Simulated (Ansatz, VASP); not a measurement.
# Two plane-wave programs on BaTa2Tl3

```
Ba Ta Tl
1.0
     6.29851    0.00000    0.00000
    -3.14926    5.45467    0.00000
     0.00000    0.00000    4.65865
Ba Ta Tl
1 2 3
Direct
  0.00000 0.00000 0.00000
  0.33333 0.66667 0.00000
  0.66667 0.33333 0.00000
  0.50000 0.00000 0.50000
  0.50000 0.50000 0.50000
  0.00000 0.50000 0.50000
```

Alike in both runs: task relaxation of cell and atoms; functional PBE; k mesh 6 × 6 × 8; occupations gaussian, width 0.1 eV; no spin polarisation.

|  | VASP | Ansatz |
| --- | --- | --- |
| version | VASP 6.6.1 | Ansatz 0.2.0 |
| potentials or method | VASP PAW PBE potentials, release 64 (Ba_sv, Ta_pv, Tl_d), cutoff 600 eV | scalar-relativistic, plane waves, PAW |
| valence electrons in the cell | 71 | 75 |

VASP gave:

* gap on the k mesh at the Fermi level, each at its own relaxed structure (eV): none
* relaxed volume (Å³/atom): 26.74
* relaxed cell length with the largest relative difference (Å): 6.303

Question: Estimate Ansatz's values.

Answer: gap on the k mesh at the Fermi level, each at its own relaxed structure (eV): none; relaxed volume (Å³/atom): 26.63; relaxed cell length with the largest relative difference (Å): 6.283.

A gap of «none» marks a metal or a gap that the smearing closes. VASP's potentials hold 71 valence electrons a cell and Ansatz's 75, so a difference there can come from the potentials and not from the codes.

Neither program's run includes spin-orbit coupling.
